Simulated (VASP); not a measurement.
Wanted: the native input for a VASP 6.6.1 run.

- Task: single point
- Functional: r2SCAN
- Potentials or basis: VASP PAW PBE potentials, release 64 (Cr_pv)
- Cutoff: 520 eV
- k mesh: 20 × 20 × 10
- Occupations: gaussian, width 0.05 eV
- Spin: no spin polarisation
- Dipole correction: no
- Further INCAR settings: ALGO = Normal; EDIFF = 1e-06; NBANDS = 19

Crystal: Cr.

```
CELL_PARAMETERS angstrom
2.45517 0.00000 0.00000
-1.22758 2.12624 0.00000
0.00000 0.00000 4.47909
ATOMIC_POSITIONS crystal
Cr 0.33333 0.66667 0.75000
Cr 0.66667 0.33333 0.25000
```

This isn't the form of Cr at room conditions, which is bcc.

One way to write it, as run:

POSCAR

```
Cr
1.0
    2.4551685140      0.0000000000      0.0000000000
   -1.2275842570      2.1262383037      0.0000000000
    0.0000000000      0.0000000000      4.4790908306
Cr
2
Direct
    0.3333333333      0.6666666667      0.7500000000
    0.6666666667      0.3333333333      0.2500000000
```

INCAR.step1

```
PREC = Accurate
ENCUT = 520
ISMEAR = 0
SIGMA = 0.05
LREAL = False
LASPH = True
NELM = 100
NBANDS = 19
GGA = PE
ALGO = Normal
EDIFF = 1E-4
LWAVE = True
LCHARG = False
```

INCAR.step2

```
PREC = Accurate
ENCUT = 520
EDIFF = 1E-6
ISMEAR = 0
SIGMA = 0.05
LREAL = False
LASPH = True
NELM = 100
ALGO = Normal
ISIF = 2
LWAVE = False
LCHARG = False
METAGGA = R2SCAN
LMIXTAU = True
NBANDS = 19
ISTART = 1
```

KPOINTS

```
regular mesh
0
Gamma
  20 20 10
```

Potentials or basis: VASP PAW PBE potentials, release 64 (Cr_pv).

The run is started by

```console
$ cat potpaw_PBE.64/Cr_pv/POTCAR > POTCAR
$ cp INCAR.step1 INCAR
$ mpirun -np 1 vasp_std > vasp.out
$ cp INCAR.step2 INCAR
$ mpirun -np 1 vasp_std > vasp.out
```

It gave:

| Quantity | Value |
| --- | --- |
| Pressure | 0.7 GPa |
| Band gap on the k mesh | zero (bands 12 and 13 overlap by 1.52 eV) |

Caveat: the PAW data sets were made with another functional, which shifts forces and pressure a little; the run has no spin polarisation, though such a crystal can be magnetic.

It took 5.4 min on 1 thread of Intel(R) Xeon(R) Platinum 8488C (Sapphire Rapids), with other jobs on the host, peak memory 0.21 GiB.
